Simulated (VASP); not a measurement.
# Cu3O2 (I4/mmm) in VASP: notebook, part 2 of 2

VASP 6.6.1.

### Step 3. Single point, PBEsol

This run uses another cell than the first one, of 12.03 Å³/atom, 0.943 times its volume.

Contents of INCAR:

```
SYSTEM = Cu3O2
  ALGO = Normal
  EDIFF = 1E-6
  ENCUT = 700
  GGA = PS
  GGA_COMPAT = .FALSE.
  ISIF = 2
  ISMEAR = -1
  LASPH = .TRUE.
  LCHARG = .TRUE.
  LELF = .TRUE.
  LREAL = .FALSE.
  LVHAR = .TRUE.
  LWAVE = .FALSE.
  NBANDS = 42
  NELM = 120
  PREC = Accurate
  SIGMA = 0.05
```

Contents of KPOINTS:

```
k-points
0
G
  8 8 8
  0 0 0
```

Contents of POSCAR:

```
Cu3O2
1.0
   -2.0229820000      2.0229820000      3.6736170000
    2.0229820000     -2.0229820000      3.6736170000
    2.0229820000      2.0229820000     -3.6736170000
Cu O
3 2
Direct
    0.0000000000      0.0000000000      0.0000000000
    0.7500000000      0.2500000000      0.5000000000
    0.2500000000      0.7500000000      0.5000000000
    0.5000000000      0.0000000000      0.5000000000
    0.0000000000      0.5000000000      0.5000000000
```

Potentials or basis: VASP PAW PBE potentials, release 64 (Cu_sv_GW, O).

Started as:

```
$ cat potpaw_PBE.64/Cu_sv_GW/POTCAR potpaw_PBE.64/O/POTCAR > POTCAR
$ mpirun -np 1 vasp_std > vasp.out
```

OUTCAR:

```text
SYSTEM = Cu3O2
   EDIFF = 1E-6
   ENCUT = 700
   GGA = PS
   ISIF = 2
   ISMEAR = -1
   LASPH = .TRUE.
   LREAL = .FALSE.
   NELM = 120
   PREC = Accurate

 ion  position               nearest neighbor table
   1  0.000  0.000  0.000-   4 2.02   5 2.02   5 2.02   4 2.02
   2  0.750  0.250  0.500-   4 1.84   5 1.84
   3  0.250  0.750  0.500-   4 1.84   5 1.84
   4  0.500  0.000  0.500-   2 1.84   3 1.84   1 2.02   1 2.02
   5  0.000  0.500  0.500-   2 1.84   3 1.84   1 2.02   1 2.02

  LATTYP: Found a body centered tetragonal cell.
 ALAT       =     4.0459640000
 C/A-ratio  =     1.8159415160

  Lattice vectors:

 A1 = (  -2.0229820000,   2.0229820000,   3.6736170000)
 A2 = (   2.0229820000,  -2.0229820000,   3.6736170000)
 A3 = (   2.0229820000,   2.0229820000,  -3.6736170000)

Analysis of symmetry for initial positions (statically):
=====================================================================
 Subroutine PRICEL returns:
 Original cell was already a primitive cell.

 Routine SETGRP: Setting up the symmetry group for a
 body centered tetragonal supercell.

 Subroutine GETGRP returns: Found 16 space group operations
 (whereof 16 operations were pure point group operations)
 out of a pool of 16 trial point group operations.

The static configuration has the point symmetry D_4h.

Analysis of symmetry for dynamics (positions and initial velocities):
=====================================================================
 Subroutine PRICEL returns:
 Original cell was already a primitive cell.

 Routine SETGRP: Setting up the symmetry group for a
 body centered tetragonal supercell.

 Subroutine GETGRP returns: Found 16 space group operations
 (whereof 16 operations were pure point group operations)
 out of a pool of 16 trial point group operations.

The dynamic configuration has the point symmetry D_4h.

 Subroutine INISYM returns: Found 16 space group operations
 (whereof 16 operations are pure point group operations),
 and found     1 'primitive' translations

----------------------------------------------------------------------------------------

                                     Primitive cell

  volume of cell :      60.1365

  direct lattice vectors                    reciprocal lattice vectors
    -2.022982000  2.022982000  3.673617000     0.000000000  0.247159886  0.136105642
     2.022982000 -2.022982000  3.673617000     0.247159886  0.000000000  0.136105642
     2.022982000  2.022982000 -3.673617000     0.247159886  0.247159886  0.000000000

  length of vectors
     4.656218875  4.656218875  4.656218875     0.282157323  0.282157323  0.349536863

  position of ions in fractional coordinates (direct lattice)
     0.000000000  0.000000000  0.000000000
     0.750000000  0.250000000  0.500000000
     0.250000000  0.750000000  0.500000000
     0.500000000  0.000000000  0.500000000
     0.000000000  0.500000000  0.500000000

  ion indices of the primitive-cell ions
   primitive index   ion index
                 1           1
                 2           2
                 3           3
                 4           4
                 5           5
[... 21 lines left out ...]

 Subroutine IBZKPT returns following result:
 ===========================================

 Found     59 irreducible k-points:

 Following reciprocal coordinates:
            Coordinates               Weight
  0.000000  0.000000  0.000000      1.000000
  0.125000  0.000000 -0.000000      8.000000
  0.250000  0.000000 -0.000000      8.000000
  0.375000  0.000000 -0.000000      8.000000
  0.500000  0.000000 -0.000000      4.000000
  0.125000  0.125000 -0.000000      8.000000
[... 16 lines left out ...]
  0.250000  0.125000  0.125000     16.000000
  0.375000  0.125000  0.125000      8.000000
 [... further k-points ...]
   k-points           NKPTS =     59   k-points in BZ     NKDIM =     59   number of bands    NBANDS=     42
   number of dos      NEDOS =    301   number of ions     NIONS =      5
   total plane-waves  NPLWV =  64000
   dimension x,y,z NGX =    40 NGY =   40 NGZ =   40
   dimension x,y,z NGXF=    80 NGYF=   80 NGZF=   80
   ions per type =               3   2
   NGX,Y,Z   is equivalent  to a cutoff of  14.28, 14.28, 14.28 a.u.
   NGXF,Y,Z  is equivalent  to a cutoff of  28.56, 28.56, 28.56 a.u.
 SYSTEM =  Cu3O2
   PREC   = accura    normal or accurate (medium, high low for compatibility)
   ISTART =      0    job   : 0-new  1-cont  2-samecut
   ICHARG =      2    charge: 1-file 2-atom 10-const
   ISPIN  =      1    spin polarized calculation?
   LNONCOLLINEAR =      F non collinear calculations
   LSORBIT =      F    spin-orbit coupling
   LASPH  =      T    aspherical Exc in radial PAW
   ENCUT  =  700.0 eV  51.45 Ry    7.17 a.u.  10.04 10.04 10.04*2*pi/ulx,y,z
   NELM   =    120;   NELMIN=  2; NELMDL= -5     # of ELM steps
   EDIFF  = 0.1E-05   stopping-criterion for ELM
   LREAL  =      F    real-space projection
   EDIFFG = 0.1E-04   stopping-criterion for IOM
   NSW    =      0    number of steps for IOM
   IBRION =     -1    ionic relax: 0-MD 1-quasi-New 2-CG
   NFREE  =      0    steps in history (QN), initial steepest desc. (CG)
   ISIF   =      2    stress and relaxation
   ISYM   =      2    0-nonsym 1-usesym 2-fastsym
   POTIM  = 0.5000    time-step for ionic-motion
   TEBEG  =    0.0;   TEEND  =   0.0 temperature during run
   PSTRESS=    0.0 pullay stress
   NELECT =      69.0000    total number of electrons
   NUPDOWN=      -1.0000    fix difference up-down
   EMIN   =  10.00;   EMAX   =-10.00  energy-range for DOS
   EFERMI =   0.00;   METHOD = LEGACY
   ISMEAR =    -1;   SIGMA  =   0.05  broadening in eV -4-tet -1-fermi 0-gaus
   EFERMI_NEDOS =   21; number of points for ismear=-14 and -15
   IALGO  =     38    algorithm
   IMIX   =      4    mixing-type and parameters
     AMIX     =   0.40;   BMIX     =  1.00
     AMIX_MAG =   1.60;   BMIX_MAG =  1.00
  volume/ion in A,a.u.               =      12.03        81.16
  Fermi-wavevector in a.u.,A,eV,Ry     =   1.713873  3.238750 39.965204  2.937360
  Thomas-Fermi vector in A             =   2.791536
   LORBIT       =      0    0 simple, 1 ext, 2 COOP (PROOUT), +10 PAW based schemes
   GGA     = PS    functional components
   LHFCALC =     F    Hartree Fock is set to
   AEXX    =    0.0000 exact exchange contribution
   IVDW    =     0    specifies the selected vdW correction
   LEPSILON=     F    determine dielectric tensor
   LRPA    =     F    only Hartree local field effects (RPA)
 non-spin polarized calculation
  energy-cutoff  :      700.00
  volume of cell :       60.14
 maximum number of plane-waves:      2556
   NGX = 21   NGY = 21   NGZ = 21

 number of electron      69.0000002 magnetization

 Free energy of the ion-electron system (eV)
  ---------------------------------------------------
  ext. energy  EPLUGINS =         0.00000000
  ---------------------------------------------------
  free energy    TOTEN  =       -25.19454381 eV

  energy without entropy =      -25.17469510  energy(sigma->0) =      -25.18461946

 E-fermi :   4.2100     XC(G=0): -11.7941

 val. band max:        4.1922093465   @ k =  -0.1250  -0.2500   0.1250
 cond. band min:       4.2473519714   @ k =   0.1250   0.1250   0.1250
 fundamental gap:      0.0551426249
 Fermi energy:         4.2099613539

 k-point     1 :       0.0000    0.0000    0.0000
  band No.  band energies     occupation
      1    -107.9203      2.00000
      2    -107.6390      2.00000
      3    -107.6378      2.00000
      4     -65.4752      2.00000
      5     -65.4752      2.00000
      6     -65.4391      2.00000
[... 1069 lines left out ...]
     41      14.1094      0.00000
     42      17.1448      0.00000

 [... further k-points ...]

------------------------ aborting loop because EDIFF is reached ----------------------------------------

  FORCE on cell =-STRESS in cart. coord.  units (eV):
  Direction    XX          YY          ZZ          XY          YZ          ZX
  --------------------------------------------------------------------------------------
  -------------------------------------------------------------------------------------
  Total       -2.8810479     -2.8810479     -4.4500739      0.0000000     -0.0000000      0.0000000
  in kB      -76.7579117    -76.7579117   -118.5604670      0.0000000     -0.0000000      0.0000000
  external PRESSURE =     -90.6920968 kB  Pullay stress =       0.0000000 kB

 VOLUME and BASIS-vectors are now :
 -----------------------------------------------------------------------------
  energy-cutoff  :      700.00
  volume of cell :       60.14
      direct lattice vectors                 reciprocal lattice vectors
    -2.022982000  2.022982000  3.673617000     0.000000000  0.247159886  0.136105642
     2.022982000 -2.022982000  3.673617000     0.247159886  0.000000000  0.136105642
     2.022982000  2.022982000 -3.673617000     0.247159886  0.247159886  0.000000000

 POSITION                                       TOTAL-FORCE (eV/Angst)
 -----------------------------------------------------------------------------------
      0.00000      0.00000      0.00000        -0.000000      0.000000      0.000000
      0.00000      2.02298      1.83681         0.000000     -0.000000     -0.000000
      2.02298      0.00000      1.83681         0.000000      0.000000      0.000000
      0.00000      2.02298      0.00000        -0.000000      0.000000      0.000000
      2.02298      0.00000      0.00000        -0.000000      0.000000      0.000000
 -----------------------------------------------------------------------------------
    total drift:                                0.000000     -0.000000     -0.000000

  FREE ENERGIE OF THE ION-ELECTRON SYSTEM (eV)
  ---------------------------------------------------
  free  energy   TOTEN  =       -25.1945438136 eV

  energy  without entropy=      -25.1746951028  energy(sigma->0) =      -25.18461946
```

Run time: 3 min. Hardware: 1 thread of Intel Xeon 6975P-C (Granite Rapids), shared host; peak memory 0.38 GiB.

What came out:

```yaml
Free_energy: -25.1945 eV
Pressure: -9.1 GPa
```

Caveat: the PAW data sets were made with another functional, which shifts forces and pressure a little; an odd number of electrons without spin polarisation forces a metal; a magnetic or distorted state may lie lower. With open d or f shells a metallic result of PBEsol can be an artefact of self-interaction; +U or a hybrid may open a gap.

### Step 4. Relaxation of cell and atoms, PBEsol

This run uses another cell than the first one, of 12.03 Å³/atom, 0.943 times its volume.

Contents of INCAR:

```
PREC = Accurate ; ENCUT = 600
EDIFF = 1E-6 ; ISMEAR = -1
SIGMA = 0.05 ; LREAL = F
LASPH = T ; NELM = 60
ALGO = Normal ; ISIF = 3
LWAVE = F ; LCHARG = F
GGA = PS ; IBRION = 2
NSW = 60 ; EDIFFG = -0.01
```

Contents of KPOINTS:

```
Automatic mesh
0
Gamma
  9 9 9
```

POSCAR is that of step 3.

Potentials or basis: VASP PAW PBE potentials, release 64 (Cu, O).

Started as:

```
$ cat potpaw_PBE.64/Cu/POTCAR potpaw_PBE.64/O/POTCAR > POTCAR
$ mpirun -np 1 vasp_std > vasp.out
```

It took 18 min on 1 thread of Intel Xeon 6975P-C, shared host; peak memory 0.34 GiB.

It converged, with:

| Quantity | Value |
| --- | --- |
| Free energy | -25.0012 eV |
| Relaxed volume | 11.48 Å³/atom |
| Relaxed cell | a = 4.597 Å, b = 4.597 Å, c = 4.597 Å, α = 128.82°, β = 128.82°, γ = 75.30° |
| Space group after relaxing (to 0.05 Å) | I4/mmm (No. 139) |
| Energy gained by relaxing | 9.0 meV/atom |
| Ionic steps | 6 |
| Pressure after relaxing | 0.0 GPa |

The path:
```tsv
step	energy change (eV)	largest force (eV/Å)	pressure (GPa)	volume (Å³)
1	0.0000	0.0000	-5.46	60.14
2	-0.0117	0.0000	4.34	56.63
3	-0.0376	0.0000	-0.47	58.17
4	-0.0441	0.0000	-0.20	57.67
5	-0.0448	0.0000	0.13	57.28
6	-0.0450	0.0000	-0.05	57.40
```

Final structure:
```
CELL_PARAMETERS angstrom
-1.98558 1.98558 3.63951
1.98558 -1.98558 3.63951
1.98558 1.98558 -3.63951
ATOMIC_POSITIONS crystal
Cu 0.00000 0.00000 0.00000
Cu 0.75000 0.25000 0.50000
Cu 0.25000 0.75000 0.50000
O 0.50000 0.00000 0.50000
O 0.00000 0.50000 0.50000
```

Levels at points of the mesh, in eV from the Fermi level:
```tsv
k point	band 19	band 20	band 21	band 22	band 23	band 24	band 25	band 26	band 27
(0.00, 0.00, 0.00)	-1.71	-1.52	-0.86	-0.86	0.42	0.51	5.15	5.15	7.11
```

Caveat: the PAW data sets were made with another functional, which shifts forces and pressure a little; an odd number of electrons without spin polarisation forces a metal; a magnetic or distorted state may lie lower. With open d or f shells a metallic result of PBEsol can be an artefact of self-interaction; +U or a hybrid may open a gap.

### Step 5. Summary

| task | potentials or basis | cell | k mesh | cutoff (eV) | second run | gap on the mesh (eV) | pressure (GPa) |
| --- | --- | --- | --- | --- | --- | --- | --- |
| single point | VASP PAW PBE potentials, release 64 (Cu, O) | a = 4.748 Å, angles 128.5, 128.5, 75.8°, 5 atoms | 9 × 9 × 9 | 520 | - | none | -11.7 |
| single point | VASP PAW PBE potentials, release 64 (Cu_sv_GW, O) | a = 4.656 Å, angles 128.5, 128.5, 75.8°, 5 atoms | 8 × 8 × 8 | 700 | valence_matched | none | -9.1 |
| relaxation of cell and atoms | VASP PAW PBE potentials, release 64 (Cu, O) | relaxed from a = 4.656 Å, angles 128.5, 128.5, 75.8°, 5 atoms | 9 × 9 × 9 | 600 | - | none | 0.0 |

Alike in all rows: level PBEsol; no spin polarisation; smearing fermi-dirac 0.05 eV.

Caveats: the PAW data sets were made with another functional, which shifts forces and pressure a little; an odd number of electrons without spin polarisation forces a metal; a magnetic or distorted state may lie lower.

Total energies depend on the potentials used, so only differences within one code and one set of settings carry meaning.
